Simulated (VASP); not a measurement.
# Mo3Ru (Fm-3m) in VASP: single point with PBE

Aim: the single point of Mo3Ru with PBE.

All numbers are computed with VASP 6.6.1; they aren't measurements. Logs are shortened: lines on timing, memory, paths and dates and some standing lists are left out, and cuts for length are marked.

## Step 1: The cell of the first run

It takes space group Fm-3m (No. 225, cubic). The conventional cell has a = 6.386 Å, b = 6.386 Å, c = 6.386 Å, α = 90.00°, β = 90.00°, γ = 90.00°. Mo (site symmetry -43m) has 10 Mo at 2.77 to 3.19 Å and 4 Ru at 2.77 Å within 3.6 Å. Mo (site symmetry m-3m) has 8 Mo at 2.77 Å and 6 Ru at 3.19 Å within 3.6 Å. Ru (site symmetry m-3m) has 14 Mo at 2.77 to 3.19 Å within 3.6 Å.

## Step 2: Single point, PBE

Contents of INCAR:

```
PREC     = Accurate       # precision mode
ENCUT    = 520            # plane-wave cutoff, eV
EDIFF    = 1E-6           # SCF threshold, eV
ISMEAR   = 0              # smearing method
SIGMA    = 0.1            # smearing width, eV
LREAL    = False          # projectors in reciprocal space
LASPH    = True           # aspherical terms in the spheres
NELM     = 60             # most SCF steps
ALGO     = Normal         # electronic algorithm
ISIF     = 2              # what is computed and relaxed
LWAVE    = False          # write WAVECAR
LCHARG   = False          # write CHGCAR
GGA      = PE             # functional
NBANDS   = 36             # bands
```

Contents of KPOINTS:

```
regular mesh
0
Gamma
  6 6 6
```

Contents of POSCAR:

```
Mo3Ru
1.0
    0.0000000000      3.1928990700      3.1928990700
    3.1928990700      0.0000000000      3.1928990700
    3.1928990700      3.1928990700      0.0000000000
Mo Ru
3 1
Direct
    0.2500000000      0.2500000000      0.2500000000
    0.7500000000      0.7500000000      0.7500000000
    0.0000000000      0.0000000000      0.0000000000
    0.5000000000      0.5000000000      0.5000000000
```

Potentials or basis: VASP PAW PBE potentials, release 64 (Mo_sv, Ru_pv).

On the command line:

```
$ cat potpaw_PBE.64/Mo_sv/POTCAR potpaw_PBE.64/Ru_pv/POTCAR > POTCAR
$ mpirun -np 1 vasp_std > vasp.out
```

OUTCAR:

```text
PREC = Accurate
   ENCUT = 520
   EDIFF = 1E-6
   ISMEAR = 0
   LREAL = False
   LASPH = True
   NELM = 60
   ISIF = 2
   GGA = PE

 ion  position               nearest neighbor table
   1  0.250  0.250  0.250-   3 2.77   4 2.77   3 2.77   3 2.77   3 2.77   4 2.77   4 2.77   4 2.77
                             2 3.19   2 3.19   2 3.19   2 3.19   2 3.19   2 3.19
   2  0.750  0.750  0.750-   3 2.77   4 2.77   4 2.77   4 2.77   4 2.77   3 2.77   3 2.77   3 2.77
                             1 3.19   1 3.19   1 3.19   1 3.19   1 3.19   1 3.19
   3  0.000  0.000  0.000-   1 2.77   2 2.77   2 2.77   2 2.77   2 2.77   1 2.77   1 2.77   1 2.77
                             4 3.19   4 3.19   4 3.19   4 3.19   4 3.19   4 3.19
   4  0.500  0.500  0.500-   1 2.77   2 2.77   1 2.77   1 2.77   1 2.77   2 2.77   2 2.77   2 2.77
                             3 3.19   3 3.19   3 3.19   3 3.19   3 3.19   3 3.19

  LATTYP: Found a face centered cubic cell.
 ALAT       =     6.3857981400

  Lattice vectors:

 A1 = (   0.0000000000,   3.1928990700,   3.1928990700)
 A2 = (   3.1928990700,   0.0000000000,   3.1928990700)
 A3 = (   3.1928990700,   3.1928990700,   0.0000000000)

Analysis of symmetry for initial positions (statically):
=====================================================================
 Subroutine PRICEL returns:
 Original cell was already a primitive cell.

 Routine SETGRP: Setting up the symmetry group for a
 face centered cubic supercell.

 Subroutine GETGRP returns: Found 48 space group operations
 (whereof 48 operations were pure point group operations)
 out of a pool of 48 trial point group operations.

The static configuration has the point symmetry O_h .

Analysis of symmetry for dynamics (positions and initial velocities):
=====================================================================
 Subroutine PRICEL returns:
 Original cell was already a primitive cell.

 Routine SETGRP: Setting up the symmetry group for a
 face centered cubic supercell.

 Subroutine GETGRP returns: Found 48 space group operations
 (whereof 48 operations were pure point group operations)
 out of a pool of 48 trial point group operations.

The dynamic configuration has the point symmetry O_h .

 Subroutine INISYM returns: Found 48 space group operations
 (whereof 48 operations are pure point group operations),
 and found     1 'primitive' translations

----------------------------------------------------------------------------------------

                                     Primitive cell

  volume of cell :      65.1007

  direct lattice vectors                    reciprocal lattice vectors
     0.000000000  3.192899070  3.192899070    -0.156597496  0.156597496  0.156597496
     3.192899070  0.000000000  3.192899070     0.156597496 -0.156597496  0.156597496
     3.192899070  3.192899070  0.000000000     0.156597496  0.156597496 -0.156597496

  length of vectors
     4.515441168  4.515441168  4.515441168     0.271234820  0.271234820  0.271234820

  position of ions in fractional coordinates (direct lattice)
     0.250000000  0.250000000  0.250000000
     0.750000000  0.750000000  0.750000000
     0.000000000  0.000000000  0.000000000
     0.500000000  0.500000000  0.500000000

  ion indices of the primitive-cell ions
   primitive index   ion index
                 1           1
                 2           2
                 3           3
                 4           4

----------------------------------------------------------------------------------------

 KPOINTS: regular mesh

Automatic generation of k-mesh.
 Grid dimensions read from file:
 generate k-points for:    6    6    6

 Generating k-lattice:

  Cartesian coordinates                     Fractional coordinates (reciprocal lattice)
    -0.026099583  0.026099583  0.026099583     0.166666667  0.000000000  0.000000000
     0.026099583 -0.026099583  0.026099583     0.000000000  0.166666667  0.000000000
     0.026099583  0.026099583 -0.026099583     0.000000000  0.000000000  0.166666667

  Length of vectors
     0.045205803  0.045205803  0.045205803

  Shift w.r.t. Gamma in fractional coordinates (k-lattice)
     0.000000000  0.000000000  0.000000000

 Subroutine IBZKPT returns following result:
 ===========================================

 Found     16 irreducible k-points:

 Following reciprocal coordinates:
            Coordinates               Weight
  0.000000  0.000000  0.000000      1.000000
  0.166667  0.000000  0.000000      8.000000
  0.333333  0.000000  0.000000      8.000000
  0.500000  0.000000  0.000000      4.000000
  0.166667  0.166667  0.000000      6.000000
  0.333333  0.166667  0.000000     24.000000
[... 8 lines left out ...]
 -0.333333  0.333333  0.166667     24.000000
 -0.333333  0.500000  0.166667     12.000000
   k-points           NKPTS =     16   k-points in BZ     NKDIM =     16   number of bands    NBANDS=     36
   number of dos      NEDOS =    301   number of ions     NIONS =      4
   total plane-waves  NPLWV =  46656
   dimension x,y,z NGX =    36 NGY =   36 NGZ =   36
   dimension x,y,z NGXF=    72 NGYF=   72 NGZF=   72
   ions per type =               3   1
   NGX,Y,Z   is equivalent  to a cutoff of  13.25, 13.25, 13.25 a.u.
   NGXF,Y,Z  is equivalent  to a cutoff of  26.51, 26.51, 26.51 a.u.
 SYSTEM =  unknown system
   PREC   = accura    normal or accurate (medium, high low for compatibility)
   ISTART =      0    job   : 0-new  1-cont  2-samecut
   ICHARG =      2    charge: 1-file 2-atom 10-const
   ISPIN  =      1    spin polarized calculation?
   LNONCOLLINEAR =      F non collinear calculations
   LSORBIT =      F    spin-orbit coupling
   LASPH  =      T    aspherical Exc in radial PAW
   ENCUT  =  520.0 eV  38.22 Ry    6.18 a.u.   8.40  8.40  8.40*2*pi/ulx,y,z
   NELM   =     60;   NELMIN=  2; NELMDL= -5     # of ELM steps
   EDIFF  = 0.1E-05   stopping-criterion for ELM
   LREAL  =      F    real-space projection
   EDIFFG = 0.1E-04   stopping-criterion for IOM
   NSW    =      0    number of steps for IOM
   IBRION =     -1    ionic relax: 0-MD 1-quasi-New 2-CG
   NFREE  =      0    steps in history (QN), initial steepest desc. (CG)
   ISIF   =      2    stress and relaxation
   ISYM   =      2    0-nonsym 1-usesym 2-fastsym
   POTIM  = 0.5000    time-step for ionic-motion
   TEBEG  =    0.0;   TEEND  =   0.0 temperature during run
   PSTRESS=    0.0 pullay stress
   NELECT =      56.0000    total number of electrons
   NUPDOWN=      -1.0000    fix difference up-down
   EMIN   =  10.00;   EMAX   =-10.00  energy-range for DOS
   EFERMI =   0.00;   METHOD = LEGACY
   ISMEAR =     0;   SIGMA  =   0.10  broadening in eV -4-tet -1-fermi 0-gaus
   EFERMI_NEDOS =   21; number of points for ismear=-14 and -15
   IALGO  =     38    algorithm
   IMIX   =      4    mixing-type and parameters
     AMIX     =   0.40;   BMIX     =  1.00
     AMIX_MAG =   1.60;   BMIX_MAG =  1.00
  volume/ion in A,a.u.               =      16.28       109.83
  Fermi-wavevector in a.u.,A,eV,Ry     =   1.556954  2.942216 32.981941  2.424104
  Thomas-Fermi vector in A             =   2.660674
   LORBIT       =      0    0 simple, 1 ext, 2 COOP (PROOUT), +10 PAW based schemes
   GGA     = PE    functional components
   LHFCALC =     F    Hartree Fock is set to
   AEXX    =    0.0000 exact exchange contribution
   IVDW    =     0    specifies the selected vdW correction
   LEPSILON=     F    determine dielectric tensor
   LRPA    =     F    only Hartree local field effects (RPA)
 non-spin polarized calculation
 Gauss-broadening in eV      SIGMA  =   0.10
  energy-cutoff  :      520.00
  volume of cell :       65.10
 maximum number of plane-waves:      1807
 NGX is ok and might be reduce to    36
   NGX = 17   NGY = 17   NGZ = 17

 number of electron      56.0000007 magnetization

 Free energy of the ion-electron system (eV)
  ---------------------------------------------------
  ext. energy  EPLUGINS =         0.00000000
  ---------------------------------------------------
  free energy    TOTEN  =       -41.21496849 eV

  energy without entropy =      -41.19262889  energy(sigma->0) =      -41.20379869

 E-fermi :  11.5978     XC(G=0): -13.1342

 val. band max:       11.5843746040   @ k =  -0.3333   0.3333   0.0000
 cond. band min:      11.6210159167   @ k =   0.3333   0.1667   0.0000
 fundamental gap:      0.0366413126
 Fermi energy:        11.5977947370

 k-point     1 :       0.0000    0.0000    0.0000
  band No.  band energies     occupation
      1     -49.7916      2.00000
      2     -49.6930      2.00000
      3     -49.3731      2.00000
      4     -31.4812      2.00000
      5     -31.4812      2.00000
      6     -31.4812      2.00000
[... 28 lines left out ...]
     35      14.5948      0.00000
     36      14.5948      0.00000

 k-point     2 :       0.1667    0.0000    0.0000
  band No.  band energies     occupation
      1     -49.7806      2.00000
      2     -49.6963      2.00000
      3     -49.3812      2.00000
      4     -31.4816      2.00000
      5     -31.4816      2.00000
      6     -31.4807      2.00000
[... 28 lines left out ...]
     35      14.3574      0.00000
     36      14.3574      0.00000

 k-point     3 :       0.3333    0.0000    0.0000
  band No.  band energies     occupation
      1     -49.7543      2.00000
      2     -49.7061      2.00000
      3     -49.3989      2.00000
      4     -31.4825      2.00000
      5     -31.4825      2.00000
      6     -31.4797      2.00000
[... 28 lines left out ...]
     35      13.9123      0.00000
     36      13.9123      0.00000
[... 430 lines left out ...]
 k-point    15 :      -0.3333    0.3333    0.1667
  band No.  band energies     occupation
      1     -49.7222      2.00000
      2     -49.7184      2.00000
      3     -49.4197      2.00000
      4     -31.4847      2.00000
      5     -31.4814      2.00000
      6     -31.4805      2.00000
[... 28 lines left out ...]
     35      14.1144      0.00000
     36      14.2276      0.00000

 k-point    16 :      -0.3333    0.5000    0.1667
  band No.  band energies     occupation
      1     -49.7228      2.00000
      2     -49.7140      2.00000
      3     -49.4236      2.00000
      4     -31.4855      2.00000
      5     -31.4833      2.00000
      6     -31.4783      2.00000
[... 28 lines left out ...]
     35      14.1367      0.00000
     36      14.5839      0.00000

------------------------ aborting loop because EDIFF is reached ----------------------------------------

  FORCE on cell =-STRESS in cart. coord.  units (eV):
  Direction    XX          YY          ZZ          XY          YZ          ZX
  --------------------------------------------------------------------------------------
  -------------------------------------------------------------------------------------
  Total       -5.2056752     -5.2056752     -5.2056752      0.0000000      0.0000000     -0.0000000
  in kB     -128.1156211   -128.1156211   -128.1156211      0.0000000      0.0000000     -0.0000000
  external PRESSURE =    -128.1156211 kB  Pullay stress =       0.0000000 kB

 VOLUME and BASIS-vectors are now :
 -----------------------------------------------------------------------------
  energy-cutoff  :      520.00
  volume of cell :       65.10
      direct lattice vectors                 reciprocal lattice vectors
     0.000000000  3.192899070  3.192899070    -0.156597496  0.156597496  0.156597496
     3.192899070  0.000000000  3.192899070     0.156597496 -0.156597496  0.156597496
     3.192899070  3.192899070  0.000000000     0.156597496  0.156597496 -0.156597496

 POSITION                                       TOTAL-FORCE (eV/Angst)
 -----------------------------------------------------------------------------------
      1.59645      1.59645      1.59645         0.000000      0.000000      0.000000
      4.78935      4.78935      4.78935        -0.000000     -0.000000     -0.000000
      0.00000      0.00000      0.00000        -0.000000     -0.000000      0.000000
      3.19290      3.19290      3.19290        -0.000000     -0.000000      0.000000
 -----------------------------------------------------------------------------------
    total drift:                                0.000000      0.000000      0.000000

  FREE ENERGIE OF THE ION-ELECTRON SYSTEM (eV)
  ---------------------------------------------------
  free  energy   TOTEN  =       -41.2149684916 eV

  energy  without entropy=      -41.1926288930  energy(sigma->0) =      -41.20379869
```

It took 28 s on 1 thread of AMD EPYC 9R45 (Zen 5), shared host; peak memory 0.18 GiB.

What came out:

```
Free energy            : -41.2150 eV
Pressure               : -12.8 GPa
Band gap on the k mesh : zero (band 28 reaches 12.07 eV, above the bottom of band 29 at 11.28 eV)
```
